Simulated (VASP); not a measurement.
Here is a VASP 6.6.1 calculation.

The input INCAR:

```
ALGO = Normal ; EDIFF = 1E-6
ENCUT = 520 ; GGA = PS
GGA_COMPAT = False ; ISIF = 2
ISMEAR = -1 ; LASPH = True
LCHARG = False ; LNONCOLLINEAR = True
LORBIT = 11 ; LORBMOM = True
LREAL = False ; LSORBIT = True
LWAVE = False ; MAGMOM = 0 0 0 0 0 0 0 0 0 0 0 0
NBANDS = 42 ; NELM = 150
PREC = Accurate ; SIGMA = 0.05
```

File KPOINTS:

```
k-points
0
Gamma
  5 5 3
```

File POSCAR:

```
Br
1.0
    3.3632500000     -2.3225500000      0.0000000000
    3.3632500000      2.3225500000      0.0000000000
    0.0000000000      0.0000000000      8.7023000000
Br
4
Direct
    0.3651000000      0.6349000000      0.3901000000
    0.1349000000      0.8651000000      0.8901000000
    0.6349000000      0.3651000000      0.6099000000
    0.8651000000      0.1349000000      0.1099000000
```

Potentials or basis: VASP PAW PBE potentials, release 64 (Br).

The run is started by

```bash
$ cat potpaw_PBE.64/Br/POTCAR > POTCAR
$ mpirun -np 1 vasp_ncl > vasp.out
```

Problem. Estimate the net moment.

Solution. 0.00 μB per cell.

Problem. What does it give for the largest force?

Solution. 0.793 eV/Å.

Moments on the atoms (μB; x, y, z):
```
Br  0.00 0.00 0.00
Br  0.00 0.00 0.00
Br  0.00 0.00 0.00
Br  0.00 0.00 0.00
```

Caveat: the PAW data sets were made with another functional, which shifts forces and pressure a little.
